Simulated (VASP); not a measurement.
The system is Li4F.

```
Li F
1.0
     3.33131    0.00000    0.00000
     0.00000    3.33131    0.00000
     0.00000    0.00000    4.71118
Li F
4 1
Direct
  0.50000 0.00000 0.25000
  0.00000 0.50000 0.75000
  0.50000 0.00000 0.75000
  0.00000 0.50000 0.25000
  0.00000 0.00000 0.00000
```

This cell differs from its parent crystal: atoms taken out.

```yaml
Program: VASP 6.6.1
Task: relaxation of cell and atoms
Functional: PBE
Potentials_or_basis: VASP PAW PBE potentials, release 64 (Li_sv, F)
Cutoff: 600 eV
k_mesh: 6 × 6 × 4
Occupations: gaussian, width 0.1 eV
Spin: no spin polarisation
```

At the start: pressure 13.6 GPa; volume 10.46 Å³/atom.

Problem. Where does the relaxation end?

Solution. Over 6 steps the energy falls by 149.8 meV/atom and the volume is 14.78 Å³/atom (+41.4 %); space group P4/mmm (No. 123, to 0.1 Å) before and after.

Step by step:
| step | energy change (eV) | largest force (eV/Å) | pressure (GPa) | volume (Å³) |
| --- | --- | --- | --- | --- |
| 1 | 0.0000 | 0.0345 | 13.56 | 52.28 |
| 2 | -0.4445 | 0.0734 | 7.31 | 59.27 |
| 3 | -0.7287 | 0.1599 | 0.81 | 71.39 |
| 4 | -0.7334 | 0.1641 | 0.02 | 73.33 |
| 5 | -0.7397 | 0.1295 | -0.02 | 73.47 |
| 6 | -0.7489 | 0.0125 | -0.13 | 73.90 |

Final structure:
```
Li F
1.0
     3.73207    0.00000    0.00000
     0.00000    3.73207    0.00000
     0.00000    0.00000    5.30599
Li F
4 1
Direct
  0.50000 0.00000 0.24285
  0.00000 0.50000 0.75715
  0.50000 0.00000 0.75715
  0.00000 0.50000 0.24285
  0.00000 0.00000 0.00000
```

Caveat: the cell differs from its parent crystal (atoms taken out); the cutoff is under 1.25 times the usual one of these potentials, so pressure, stress and relaxed cells hold a basis-set (Pulay) error; the volume moved by over 15 % at a fixed basis, so the end points are rough; an odd number of electrons without spin polarisation forces a metal; a magnetic or distorted state may lie lower.
